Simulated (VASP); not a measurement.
# Co (Im-3m) in VASP: further runs

Co is run at these levels: BLYP; tasks: single point, relaxation of cell and atoms.

All numbers are computed with VASP 6.6.1; they aren't measurements. Logs are shortened: lines on timing, memory, paths and dates and some standing lists are left out, and cuts for length are marked.

## Step 1: The cell of the first run

The structure is cubic, space group Im-3m (No. 229). The conventional cell has a = 2.816 Å, b = 2.816 Å, c = 2.816 Å, α = 90.00°, β = 90.00°, γ = 90.00°. Within 3.2 Å of Co (site symmetry m-3m) lie 14 Co at 2.44 to 2.82 Å.

## Step 2: Single point, BLYP, collinear spin, antiferromagnetic start

INCAR

```
SYSTEM = Co
PREC = Accurate ; ENCUT = 520
EDIFF = 1E-7 ; ISMEAR = -1
SIGMA = 0.05 ; LREAL = .False.
LASPH = .True. ; NELM = 150
ALGO = Normal ; ISIF = 2
LWAVE = .False. ; LCHARG = .False.
ISPIN = 2 ; MAGMOM = 1.7 -1.7
LORBIT = 11 ; LMAXMIX = 4
GGA = B5 ; ALDAX = 1.0
AGGAX = 1.0 ; AGGAC = 1.0
ALDAC = 0.0 ; NBANDS = 20
```

KPOINTS

```
regular mesh
0
Gamma
  11 11 11
  0 0 0
```

POSCAR

```
Co
1.0
    2.8160622401      0.0000000000      0.0000000000
    0.0000000000      2.8160622401      0.0000000000
    0.0000000000      0.0000000000      2.8160622401
Co
2
Direct
    0.0000000000      0.0000000000      0.0000000000
    0.5000000000      0.5000000000      0.5000000000
```

Potentials or basis: VASP PAW PBE potentials, release 64 (Co).

Launch:

```console
> cat potpaw_PBE.64/Co/POTCAR > POTCAR
> mpirun -np 1 vasp_std > vasp.out
```

OUTCAR:

```text
SYSTEM = Co
   PREC = Accurate
   ENCUT = 520
   EDIFF = 1E-7
   ISMEAR = -1
   LREAL = .False.
   LASPH = .True.
   NELM = 150
   ISIF = 2
   ISPIN = 2
   LORBIT = 11
   GGA = B5

 ion  position               nearest neighbor table
   1  0.000  0.000  0.000-   2 2.44   2 2.44   2 2.44   2 2.44   2 2.44   2 2.44   2 2.44   2 2.44

   2  0.500  0.500  0.500-   1 2.44   1 2.44   1 2.44   1 2.44   1 2.44   1 2.44   1 2.44   1 2.44

  LATTYP: Found a simple cubic cell.
 ALAT       =     2.8160622401

  Lattice vectors:

 A1 = (   2.8160622401,   0.0000000000,   0.0000000000)
 A2 = (   0.0000000000,   2.8160622401,   0.0000000000)
 A3 = (   0.0000000000,   0.0000000000,   2.8160622401)

Analysis of symmetry for initial positions (statically):
=====================================================================
 Subroutine PRICEL returns following result:

  LATTYP: Found a body centered cubic cell.
 ALAT       =     2.8160622401

  Lattice vectors:

 A1 = (   1.4080311200,   1.4080311201,  -1.4080311200)
 A2 = (  -1.4080311200,   1.4080311200,   1.4080311200)
 A3 = (   1.4080311200,  -1.4080311200,   1.4080311201)

   2 primitive cells build up your supercell.

 Routine SETGRP: Setting up the symmetry group for a
 simple cubic supercell.

 Subroutine GETGRP returns: Found 48 space group operations
 (whereof 48 operations were pure point group operations)
 out of a pool of 48 trial point group operations.

The static configuration has the point symmetry O_h .

Analysis of symmetry for dynamics (positions and initial velocities):
=====================================================================
 Subroutine PRICEL returns following result:

  LATTYP: Found a body centered cubic cell.
 ALAT       =     2.8160622401

  Lattice vectors:

 A1 = (   1.4080311200,   1.4080311201,  -1.4080311200)
 A2 = (  -1.4080311200,   1.4080311200,   1.4080311200)
 A3 = (   1.4080311200,  -1.4080311200,   1.4080311201)

   2 primitive cells build up your supercell.

 Routine SETGRP: Setting up the symmetry group for a
 simple cubic supercell.

 Subroutine GETGRP returns: Found 48 space group operations
 (whereof 48 operations were pure point group operations)
 out of a pool of 48 trial point group operations.

The dynamic configuration has the point symmetry O_h .

Analysis of structural, dynamic, and magnetic symmetry:
=====================================================================
 Subroutine PRICEL returns following result:

  LATTYP: Found a body centered cubic cell.
 ALAT       =     2.8160622401

  Lattice vectors:

 A1 = (   1.4080311200,   1.4080311201,  -1.4080311200)
 A2 = (  -1.4080311200,   1.4080311200,   1.4080311200)
 A3 = (   1.4080311200,  -1.4080311200,   1.4080311201)

   2 primitive cells build up your supercell.

 Routine SETGRP: Setting up the symmetry group for a
 simple cubic supercell.

 Subroutine GETGRP returns: Found 48 space group operations
 (whereof 48 operations were pure point group operations)
 out of a pool of 48 trial point group operations.

The overall configuration has the point symmetry O_h .

 Subroutine INISYM returns: Found 48 space group operations
 (whereof 48 operations are pure point group operations),
 and found     2 'primitive' translations

----------------------------------------------------------------------------------------

                                     Primitive cell

  volume of cell :      11.1660

  direct lattice vectors                    reciprocal lattice vectors
     1.408031120  1.408031120 -1.408031120     0.355105788  0.355105788  0.000000000
    -1.408031120  1.408031120  1.408031120    -0.000000000  0.355105788  0.355105788
     1.408031120 -1.408031120  1.408031120     0.355105788  0.000000000  0.355105788

  length of vectors
     2.438781439  2.438781439  2.438781439     0.502195421  0.502195421  0.502195421

  position of ions in fractional coordinates (direct lattice)
     0.000000000  0.000000000  0.000000000

  ion indices of the primitive-cell ions
   primitive index   ion index
                 1           1

----------------------------------------------------------------------------------------

 KPOINTS: regular mesh

Automatic generation of k-mesh.
 Grid dimensions read from file:
 generate k-points for:   11   11   11

 Generating k-lattice:

  Cartesian coordinates                     Fractional coordinates (reciprocal lattice)
     0.032282344  0.000000000  0.000000000     0.090909091  0.000000000  0.000000000
     0.000000000  0.032282344  0.000000000     0.000000000  0.090909091  0.000000000
     0.000000000  0.000000000  0.032282344     0.000000000  0.000000000  0.090909091

  Length of vectors
     0.032282344  0.032282344  0.032282344

  Shift w.r.t. Gamma in fractional coordinates (k-lattice)
     0.000000000  0.000000000  0.000000000

 Subroutine IBZKPT returns following result:
 ===========================================

 Found     56 irreducible k-points:

 Following reciprocal coordinates:
            Coordinates               Weight
  0.000000  0.000000  0.000000      1.000000
  0.090909  0.000000  0.000000      6.000000
  0.181818  0.000000  0.000000      6.000000
  0.272727  0.000000  0.000000      6.000000
  0.363636  0.000000  0.000000      6.000000
  0.454545  0.000000  0.000000      6.000000
[... 16 lines left out ...]
  0.181818  0.090909  0.090909     24.000000
  0.272727  0.090909  0.090909     24.000000
 [... further k-points ...]
   k-points           NKPTS =     56   k-points in BZ     NKDIM =     56   number of bands    NBANDS=     20
   number of dos      NEDOS =    301   number of ions     NIONS =      2
   total plane-waves  NPLWV =  13824
   dimension x,y,z NGX =    24 NGY =   24 NGZ =   24
   dimension x,y,z NGXF=    48 NGYF=   48 NGZF=   48
   ions per type =               2
   NGX,Y,Z   is equivalent  to a cutoff of  14.17, 14.17, 14.17 a.u.
   NGXF,Y,Z  is equivalent  to a cutoff of  28.34, 28.34, 28.34 a.u.
 SYSTEM =  Co
   PREC   = accura    normal or accurate (medium, high low for compatibility)
   ISTART =      0    job   : 0-new  1-cont  2-samecut
   ICHARG =      2    charge: 1-file 2-atom 10-const
   ISPIN  =      2    spin polarized calculation?
   LNONCOLLINEAR =      F non collinear calculations
   LSORBIT =      F    spin-orbit coupling
   LASPH  =      T    aspherical Exc in radial PAW
   ENCUT  =  520.0 eV  38.22 Ry    6.18 a.u.   5.24  5.24  5.24*2*pi/ulx,y,z
   NELM   =    150;   NELMIN=  2; NELMDL= -5     # of ELM steps
   EDIFF  = 0.1E-06   stopping-criterion for ELM
   LREAL  =      F    real-space projection
   EDIFFG = 0.1E-05   stopping-criterion for IOM
   NSW    =      0    number of steps for IOM
   IBRION =     -1    ionic relax: 0-MD 1-quasi-New 2-CG
   NFREE  =      0    steps in history (QN), initial steepest desc. (CG)
   ISIF   =      2    stress and relaxation
   ISYM   =      2    0-nonsym 1-usesym 2-fastsym
   POTIM  = 0.5000    time-step for ionic-motion
   TEBEG  =    0.0;   TEEND  =   0.0 temperature during run
   PSTRESS=    0.0 pullay stress
   NELECT =      18.0000    total number of electrons
   NUPDOWN=      -1.0000    fix difference up-down
   EMIN   =  10.00;   EMAX   =-10.00  energy-range for DOS
   EFERMI =   0.00;   METHOD = LEGACY
   ISMEAR =    -1;   SIGMA  =   0.05  broadening in eV -4-tet -1-fermi 0-gaus
   EFERMI_NEDOS =   21; number of points for ismear=-14 and -15
   IALGO  =     38    algorithm
   IMIX   =      4    mixing-type and parameters
     AMIX     =   0.40;   BMIX     =  1.00
     AMIX_MAG =   1.60;   BMIX_MAG =  1.00
  volume/ion in A,a.u.               =      11.17        75.35
  Fermi-wavevector in a.u.,A,eV,Ry     =   1.523550  2.879092 31.581912  2.321205
  Thomas-Fermi vector in A             =   2.631978
   LORBIT       =     11    0 simple, 1 ext, 2 COOP (PROOUT), +10 PAW based schemes
   GGA     = B5    functional components
   LHFCALC =     F    Hartree Fock is set to
   AEXX    =    0.0000 exact exchange contribution
   IVDW    =     0    specifies the selected vdW correction
   LEPSILON=     F    determine dielectric tensor
   LRPA    =     F    only Hartree local field effects (RPA)
 spin polarized calculation
  energy-cutoff  :      520.00
  volume of cell :       22.33
 maximum number of plane-waves:       619
 NGX is ok and might be reduce to    24
   NGX = 11   NGY = 11   NGZ = 11

 number of electron      17.9999990 magnetization       0.0000000

 number of electron      17.9999990 magnetization      -0.0000000

 Free energy of the ion-electron system (eV)
  ---------------------------------------------------
  ext. energy  EPLUGINS =         0.00000000
  ---------------------------------------------------
  free energy    TOTEN  =       -11.37182019 eV

  energy without entropy =      -11.33285051  energy(sigma->0) =      -11.35233535

 E-fermi :  10.1917     XC(G=0): -12.6509

 val. band max:       10.1616158174   @ k =   0.4545   0.0909   0.0909
 cond. band min:      10.2078687221   @ k =   0.3636   0.0909   0.0909
 fundamental gap:      0.0462529046
 Fermi energy:        10.1916819900

 spin component 1

 k-point     1 :       0.0000    0.0000    0.0000
  band No.  band energies     occupation
      1       1.7521      1.00000
      2       6.1737      1.00000
      3       6.1737      1.00000
      4       8.3900      1.00000
      5       8.3900      1.00000
      6       8.3900      1.00000
[... 12 lines left out ...]
     19      35.9805      0.00000
[... 513 lines left out ...]
      4       8.1633      1.00000
      5       8.2152      1.00000
      6       8.9080      1.00000
[... 12 lines left out ...]
     19      34.9694      0.00000
     20      35.7331      0.00000

 [... further k-points ...]

 spin component 2

 k-point     1 :       0.0000    0.0000    0.0000
  band No.  band energies     occupation
      1       1.7521      1.00000
      2       6.1737      1.00000
      3       6.1737      1.00000
      4       8.3900      1.00000
      5       8.3900      1.00000
      6       8.3900      1.00000
[... 12 lines left out ...]
     19      35.9805      0.00000
[... 513 lines left out ...]
      4       8.1633      1.00000
      5       8.2152      1.00000
      6       8.9080      1.00000
[... 12 lines left out ...]
     19      34.9694      0.00000
     20      35.7331      0.00000

 [... further k-points ...]
[... 5 lines left out ...]
  --------------------------------------------------------------------------------------
  -------------------------------------------------------------------------------------
  Total       -0.0428062     -0.0428062     -0.0428062      0.0000000      0.0000000      0.0000000
  in kB       -3.0710776     -3.0710776     -3.0710776      0.0000000      0.0000000      0.0000000
  external PRESSURE =      -3.0710776 kB  Pullay stress =       0.0000000 kB

 VOLUME and BASIS-vectors are now :
 -----------------------------------------------------------------------------
  energy-cutoff  :      520.00
  volume of cell :       22.33
      direct lattice vectors                 reciprocal lattice vectors
     2.816062240  0.000000000  0.000000000     0.355105788  0.000000000  0.000000000
     0.000000000  2.816062240  0.000000000     0.000000000  0.355105788  0.000000000
     0.000000000  0.000000000  2.816062240     0.000000000  0.000000000  0.355105788

 POSITION                                       TOTAL-FORCE (eV/Angst)
 -----------------------------------------------------------------------------------
      0.00000      0.00000      0.00000         0.000000     -0.000000      0.000000
      1.40803      1.40803      1.40803        -0.000000      0.000000     -0.000000
 -----------------------------------------------------------------------------------
    total drift:                                0.000000      0.000000     -0.000000

  FREE ENERGIE OF THE ION-ELECTRON SYSTEM (eV)
  ---------------------------------------------------
  free  energy   TOTEN  =       -11.3718201890 eV

  energy  without entropy=      -11.3328505059  energy(sigma->0) =      -11.35233535

 total charge

# of ion       s       p       d       tot
------------------------------------------
    1        0.465   0.468   7.319   8.253
    2        0.465   0.468   7.319   8.253
--------------------------------------------------
tot          0.930   0.937  14.638  16.505

 magnetization (x)

# of ion       s       p       d       tot
------------------------------------------
    1        0.010   0.011   0.781   0.801
    2       -0.010  -0.011  -0.781  -0.801
--------------------------------------------------
tot          0.000   0.000  -0.000  -0.000
```

Run time: 46 s. Hardware: 1 thread of AMD EPYC 9R45 (Zen 5), shared host; peak memory 0.14 GiB.

Results:

* Free energy: -11.3718 eV
* Pressure: -0.3 GPa
* Band gap on the k mesh: zero (filled and empty bands overlap)
* Net moment: 0.00 μB per cell
* Site moments: Co +0.80, -0.80 μB
* Valence electrons inside the program's atomic spheres: Co 8.25

Levels at points of the mesh, in eV from the Fermi level:
Spin up:
| k point | band 5 | band 6 | band 7 | band 8 | band 9 | band 10 | band 11 | band 12 | band 13 | band 14 |
| --- | --- | --- | --- | --- | --- | --- | --- | --- | --- | --- |
| (0.00, 0.00, 0.00) | -1.80 | -1.80 | -0.27 | -0.27 | 0.55 | 0.55 | 0.55 | 9.96 | 9.96 | 9.96 |
Spin down:
```tsv
k point	band 7	band 8	band 9	band 10	band 11	band 12
(0.00, 0.00, 0.00)	-0.27	-0.27	0.55	0.55	0.55	9.96
```

Caveat: the PAW data sets were made with another functional, which shifts forces and pressure a little.

(Continued in part 2 of 3.)
